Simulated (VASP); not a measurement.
Set up this calculation in VASP 6.6.1, as the native input.

| Quantity | Value |
| --- | --- |
| Task | single point |
| Functional | PBEsol |
| Potentials or basis | VASP PAW PBE potentials, release 64 (Ir) |
| Cutoff | 520 eV |
| k mesh | 1 × 1 × 26 |
| Occupations | gaussian, width 0.05 eV |
| Spin | collinear spin, ferromagnetic start |
| Starting moments | [1.5] μB |
| Dipole correction | no |
| Further INCAR settings | ALGO = Fast; EDIFF = 1e-06; NBANDS = 14 |

The structure of Ir lies in POSCAR:

```
Ir
1.0
    9.0000000000      0.0000000000      0.0000000000
    0.0000000000      9.3000000000      0.0000000000
    0.0000000000      0.0000000000      2.4375618121
Ir
1
Direct
    0.5000000000      0.5000000000      0.0000000000
```

The input as run:

INCAR

```
PREC = Accurate
ENCUT = 520
EDIFF = 1E-6
ISMEAR = 0
SIGMA = 0.05
LREAL = F
LASPH = T
NELM = 150
ALGO = Fast
ISIF = 2
LWAVE = F
LCHARG = F
ISPIN = 2
MAGMOM = 1.5
LORBIT = 11
LMAXMIX = 4
GGA = PS
NBANDS = 14
```

KPOINTS

```
Automatic mesh
0
Gamma
  1 1 26
```

Potentials or basis: VASP PAW PBE potentials, release 64 (Ir).

The run is started by

```bash
$ cat potpaw_PBE.64/Ir/POTCAR > POTCAR
$ mpirun -np 1 vasp_std > vasp.out
```

Results of the run:

```json
{
 "Net moment": "0.84 μB per cell",
 "Site moments": "Ir +0.76 μB",
 "Valence electrons inside the program's atomic spheres": "Ir 7.80"
}
```

Run time: 48 s on 1 thread of Intel(R) Xeon(R) 6975P-C (Granite Rapids) (shared host), peak memory 0.37 GiB.
